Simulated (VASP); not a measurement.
# Ir (P6_3/mmc) in VASP: further runs, part 2 of 2

VASP 6.6.1.

## 5. Single point, PBEsol (volume scaled by 1.12)

Contents of INCAR:

```
ALGO = Normal
EDIFF = 1E-6
ENCUT = 520
GGA = PS
ISIF = 2
ISMEAR = -1
LASPH = True
LCHARG = False
LREAL = False
LWAVE = False
NBANDS = 26
NELM = 60
PREC = Accurate
SIGMA = 0.1
```

Contents of KPOINTS:

```
k-points
0
Gamma
  15 15 4
```

Contents of POSCAR:

```
Ir
1.0
    2.8151977050      0.0000000000      0.0000000000
   -1.4075988525      2.4380327292      0.0000000000
    0.0000000000      0.0000000000      9.1965667208
Ir
4
Direct
    0.0000000000      0.0000000000      0.0000000000
    0.0000000000      0.0000000000      0.5000000000
    0.3333333333      0.6666666667      0.2500000000
    0.6666666667      0.3333333333      0.7500000000
```

Potentials or basis: VASP PAW PBE potentials, release 64 (Ir).

Started as:

```
$ cat potpaw_PBE.64/Ir/POTCAR > POTCAR
$ mpirun -np 1 vasp_std > vasp.out
```

OUTCAR:

```text
EDIFF = 1E-6
   ENCUT = 520
   GGA = PS
   ISIF = 2
   ISMEAR = -1
   LASPH = True
   LREAL = False
   NELM = 60
   PREC = Accurate

 ion  position               nearest neighbor table
   1  0.000  0.000  0.000-   3 2.82   4 2.82   3 2.82   4 2.82   4 2.82   3 2.82
   2  0.000  0.000  0.500-   3 2.82   4 2.82   3 2.82   4 2.82   4 2.82   3 2.82
   3  0.333  0.667  0.250-   1 2.82   2 2.82   1 2.82   2 2.82   1 2.82   2 2.82
   4  0.667  0.333  0.750-   1 2.82   2 2.82   1 2.82   2 2.82   1 2.82   2 2.82

[... 898 lines left out ...]
  Direction    XX          YY          ZZ          XY          YZ          ZX
  --------------------------------------------------------------------------------------
  -------------------------------------------------------------------------------------
  Total      -12.6951769    -12.6951769    -12.7678542     -0.0000000      0.0000000     -0.0000000
  in kB     -322.2368332   -322.2368332   -324.0815744     -0.0000000      0.0000000     -0.0000000
  external PRESSURE =    -322.8517469 kB  Pullay stress =       0.0000000 kB

 VOLUME and BASIS-vectors are now :
 -----------------------------------------------------------------------------
  energy-cutoff  :      520.00
  volume of cell :       63.12
      direct lattice vectors                 reciprocal lattice vectors
     2.815197705  0.000000000  0.000000000     0.355214839  0.205083383  0.000000000
    -1.407598853  2.438032729  0.000000000     0.000000000  0.410166766  0.000000000
     0.000000000  0.000000000  9.196566721     0.000000000  0.000000000  0.108736231

 POSITION                                       TOTAL-FORCE (eV/Angst)
 -----------------------------------------------------------------------------------
      0.00000      0.00000      0.00000         0.000000      0.000000     -0.000000
      0.00000      0.00000      4.59828         0.000000      0.000000     -0.000000
     -0.00000      1.62536      2.29914         0.000000     -0.000000      0.000000
      1.40760      0.81268      6.89743        -0.000000      0.000000     -0.000000
 -----------------------------------------------------------------------------------
    total drift:                               -0.000000      0.000000      0.000000

  FREE ENERGIE OF THE ION-ELECTRON SYSTEM (eV)
  ---------------------------------------------------
  free  energy   TOTEN  =       -38.4631976793 eV

  energy  without entropy=      -38.3074904901  energy(sigma->0) =      -38.38534408
```

OSZICAR:

```text
N       E                     dE             d eps       ncg     rms          rms(c)
DAV:   1     0.357075212265E+03    0.35708E+03   -0.15929E+04  4212   0.136E+03
DAV:   2    -0.219835045199E+02   -0.37906E+03   -0.35631E+03  4254   0.409E+02
DAV:   3    -0.406107538736E+02   -0.18627E+02   -0.17287E+02  5056   0.961E+01
DAV:   4    -0.411940579593E+02   -0.58330E+00   -0.57462E+00  4754   0.165E+01
DAV:   5    -0.412055634391E+02   -0.11505E-01   -0.11496E-01  4748   0.210E+00    0.238E+01
DAV:   6    -0.387950662527E+02    0.24105E+01   -0.45723E+00  4546   0.205E+01    0.866E+00
DAV:   7    -0.384936438891E+02    0.30142E+00   -0.10225E+00  5116   0.921E+00    0.308E+00
DAV:   8    -0.384790190154E+02    0.14625E-01   -0.51448E-02  5670   0.280E+00    0.231E+00
DAV:   9    -0.384684432042E+02    0.10576E-01   -0.30295E-02  5032   0.209E+00    0.946E-01
DAV:  10    -0.384631041489E+02    0.53391E-02   -0.16598E-02  5102   0.168E+00    0.429E-02
DAV:  11    -0.384631957904E+02   -0.91641E-04   -0.85991E-04  4454   0.260E-01    0.341E-02
DAV:  12    -0.384631941546E+02    0.16359E-05   -0.38364E-05  5062   0.587E-02    0.198E-02
DAV:  13    -0.384631972083E+02   -0.30537E-05   -0.57641E-06  4504   0.209E-02    0.646E-03
DAV:  14    -0.384631976793E+02   -0.47107E-06   -0.22654E-07  2260   0.481E-03
   1 F= -.38463198E+02 E0= -.38385344E+02  d E =-.155707E+00
```

stdout:

```text
POSCAR found type information on POSCAR Ir
 POSCAR found :  1 types and       4 ions
 scaLAPACK will be used
 -----------------------------------------------------------------------------
|                                                                             |
|                                                                             |
|     You enforced a specific xc type in the INCAR file but a different       |
|     I HOPE YOU KNOW WHAT YOU ARE DOING!                                     |
|                                                                             |
 -----------------------------------------------------------------------------

 LDA part: xc-table for (Slater+PW92), standard interpolation
 POSCAR, INCAR and KPOINTS ok, starting setup
 FFT: planning ... GRIDC
 FFT: planning ... GRID_SOFT
 FFT: planning ... GRID
 WAVECAR not read
 entering main loop
```

Run time: 2.2 min. Hardware: 1 thread of Intel Xeon 6975P-C, shared host; peak memory 0.25 GiB.

What came out:

- Free energy: -38.4632 eV
- Pressure: -32.3 GPa
- Band gap on the k mesh: zero (band 18 reaches 9.26 eV, above the bottom of band 19 at 7.16 eV)

Caveat: the PAW data sets were made with another functional, which shifts forces and pressure a little; spin-orbit coupling is left out, which moves the levels of the heavy elements.

## 6. Single point, PBEsol

Contents of INCAR:

```
PREC     = Accurate       # precision mode
ENCUT    = 520            # plane-wave cutoff, eV
EDIFF    = 1E-6           # SCF threshold, eV
ISMEAR   = -1             # smearing method
SIGMA    = 0.1            # smearing width, eV
LREAL    = F              # projectors in reciprocal space
LASPH    = T              # aspherical terms in the spheres
NELM     = 60             # most SCF steps
ALGO     = Normal         # electronic algorithm
ISIF     = 2              # what is computed and relaxed
LWAVE    = F              # write WAVECAR
LCHARG   = F              # write CHGCAR
GGA      = PS             # functional
NBANDS   = 26             # bands
```

Contents of KPOINTS:

```
regular mesh
0
Gamma
  18 18 5
```

Contents of POSCAR:

```
Ir
1.0
    2.7108338014      0.0000000000      0.0000000000
   -1.3554169007      2.3476509375      0.0000000000
    0.0000000000      0.0000000000      8.8556352115
Ir
4
Direct
    0.0000000000      0.0000000000      0.0000000000
    0.0000000000      0.0000000000      0.5000000000
    0.3333333333      0.6666666667      0.2500000000
    0.6666666667      0.3333333333      0.7500000000
```

Potentials or basis: VASP PAW PBE potentials, release 64 (Ir).

Started as:

```
$ cat potpaw_PBE.64/Ir/POTCAR > POTCAR
$ mpirun -np 1 vasp_std > vasp.out
```

It took 2.5 min on 1 thread of Intel Xeon 6975P-C, shared host; peak memory 0.26 GiB.

It converged, with:

| Property | Result |
| --- | --- |
| Free energy | -39.2031 eV |
| Pressure | 0.8 GPa |
| Band gap on the k mesh | zero (band 18 reaches 11.35 eV, above the bottom of band 19 at 8.95 eV) |

Stress tensor (GPa, compression positive):
```
0.97 0.00 0.00
0.00 0.97 0.00
0.00 0.00 0.54
```

Levels at points of the mesh, in eV from the Fermi level:
```csv
k point,band 14,band 15,band 16,band 17,band 18,band 19,band 20,band 21
"(0.00, 0.00, 0.00)",-3.37,-3.37,-1.82,-1.82,-1.05,-1.05,-0.87,-0.36
"(0.50, 0.00, 0.00)",-0.23,0.77,0.88,0.89,0.92,1.03,1.27,1.27
```

Caveat: the PAW data sets were made with another functional, which shifts forces and pressure a little; spin-orbit coupling is left out, which moves the levels of the heavy elements.

## 7. Summary

```tsv
cell	k mesh	gap on the mesh (eV)	pressure (GPa)
a = 2.711, b = 2.711, c = 8.856 Å, angles 90.0, 90.0, 120.0°, 4 atoms	15 × 15 × 4	none	0.8
a = 2.747, b = 2.747, c = 8.972 Å, angles 90.0, 90.0, 120.0°, 4 atoms	15 × 15 × 4	none	-13.1
a = 2.781, b = 2.781, c = 9.086 Å, angles 90.0, 90.0, 120.0°, 4 atoms	15 × 15 × 4	none	-23.9
a = 2.815, b = 2.815, c = 9.197 Å, angles 90.0, 90.0, 120.0°, 4 atoms	15 × 15 × 4	none	-32.3
a = 2.711, b = 2.711, c = 8.856 Å, angles 90.0, 90.0, 120.0°, 4 atoms	18 × 18 × 5	none	0.8
```

Alike in all rows: task single point; level PBEsol; potentials or basis VASP PAW PBE potentials, release 64 (Ir); no spin polarisation; cutoff (eV) 520; smearing fermi-dirac 0.1 eV.

Caveats: the PAW data sets were made with another functional, which shifts forces and pressure a little; spin-orbit coupling is left out, which moves the levels of the heavy elements.

Absolute energies hang on the potentials; compare differences alone.
